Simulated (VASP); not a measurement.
Set up this calculation in VASP 6.6.1, as the native input.

```yaml
Task: single point
Functional: PBE
Potentials_or_basis: VASP PAW PBE potentials, release 64 (Si, O)
Cutoff: 520 eV
k_mesh: 6 × 6 × 8
Occupations: gaussian, width 0.01 eV
Spin: no spin polarisation
Dipole_correction: no
Further_INCAR_settings: ALGO = Normal; EDIFF = 1e-06; NBANDS = 25
```

The structure of SiO2 (Stishovite) lies in POSCAR:

```
SiO2
1.0
    4.0331388063      0.0000000000      0.0000000000
    0.0000000000      4.0331388063      0.0000000000
    0.0000000000      0.0000000000      2.5732223079
Si O
2 4
Direct
    0.0000000000      0.0000000000      0.0000000000
    0.5000000000      0.5000000000      0.5000000000
    0.3059000000      0.3059000000      0.0000000000
    0.1941000000      0.8059000000      0.5000000000
    0.6941000000      0.6941000000      0.0000000000
    0.8059000000      0.1941000000      0.5000000000
```

One way to write it, as run:

INCAR

```
SYSTEM = SiO2
PREC = Accurate
ENCUT = 520
EDIFF = 1E-6
ISMEAR = 0
SIGMA = 0.01
LREAL = .False.
LASPH = .True.
NELM = 100
ALGO = Normal
ISIF = 2
LWAVE = .False.
LCHARG = .True.
GGA = PE
LELF = .True.
LVHAR = .True.
NBANDS = 25
```

KPOINTS

```
regular mesh
0
Gamma
  6 6 8
  0 0 0
```

Potentials or basis: VASP PAW PBE potentials, release 64 (Si, O).

Command:

```sh
$ cat potpaw_PBE.64/Si/POTCAR potpaw_PBE.64/O/POTCAR > POTCAR
$ mpirun -np 1 vasp_std > vasp.out
```

Results of the run:

| Item | Value |
| --- | --- |
| Pressure | 56.6 GPa |
| Largest force | 0.920 eV/Å |
| Band gap on the k mesh | 7.08 eV, direct |

It took 18 s on 1 thread of Intel(R) Xeon(R) 6975P-C (Granite Rapids) (shared host), peak memory 0.16 GiB.
